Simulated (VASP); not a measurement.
Write the native input for VASP 6.6.1 that does the following.

```
Task                   : relaxation of cell and atoms
Functional             : PBE
Potentials or basis    : VASP PAW PBE potentials, release 64 (Sr_sv)
Cutoff                 : 600 eV
k mesh                 : 7 × 7 × 9
Occupations            : fermi-dirac, width 0.1 eV
Spin                   : no spin polarisation
Target pressure        : 12 GPa
Dipole correction      : no
Further INCAR settings : ALGO = Normal; EDIFF = 1e-06; IBRION = 2; EDIFFG = -0.005; NSW = 60; ISIF = 3
```

The structure of Sr lies in POSCAR:

```
Sr
1.0
    5.7400740030      0.0000000000      0.0000000000
   -2.8700370015      4.9710499062      0.0000000000
    0.0000000000      0.0000000000      3.5588458819
Sr
3
Direct
    0.0000000000      0.0000000000      0.0000000000
    0.3333333333      0.6666666667      0.5000000000
    0.6666666667      0.3333333333      0.5000000000
```

This isn't the form of Sr at room conditions, which is fcc.

The input as run:

INCAR

```
SYSTEM = Sr
PREC = Accurate
ENCUT = 600
EDIFF = 1E-6
ISMEAR = -1
SIGMA = 0.1
LREAL = .FALSE.
LASPH = .TRUE.
NELM = 100
ALGO = Normal
ISIF = 3
LWAVE = .FALSE.
LCHARG = .FALSE.
GGA = PE
IBRION = 2
NSW = 60
EDIFFG = -0.005
PSTRESS = 120.0
```

KPOINTS

```
regular mesh
0
G
  7 7 9
  0 0 0
```

Potentials or basis: VASP PAW PBE potentials, release 64 (Sr_sv).

Run with:

```bash
$ cat potpaw_PBE.64/Sr_sv/POTCAR > POTCAR
$ mpirun -np 1 vasp_std > vasp.out
```

It gave:

```json
{"Relaxed volume": "33.66 Å³/atom", "Relaxed cell": "a = 5.841 Å, b = 5.841 Å, c = 3.418 Å, α = 90.00°, β = 90.00°, γ = 120.00°", "Space group after relaxing (to 0.1 Å)": "P6/mmm (No. 191)", "Energy change on relaxing (the run minimises the enthalpy)": "-0.5 meV/atom", "Ionic steps": "6", "Pressure after relaxing": "12.0 GPa", "Band gap on the k mesh": "zero (bands 15 and 16 overlap by 0.87 eV)"}
```

Caveat: the cell is relaxed towards a set pressure, so the run minimises the enthalpy, not the energy.

It took 2.1 min on 1 thread of Intel(R) Xeon(R) 6975P-C (Granite Rapids), on a shared host, peak memory 0.29 GiB.
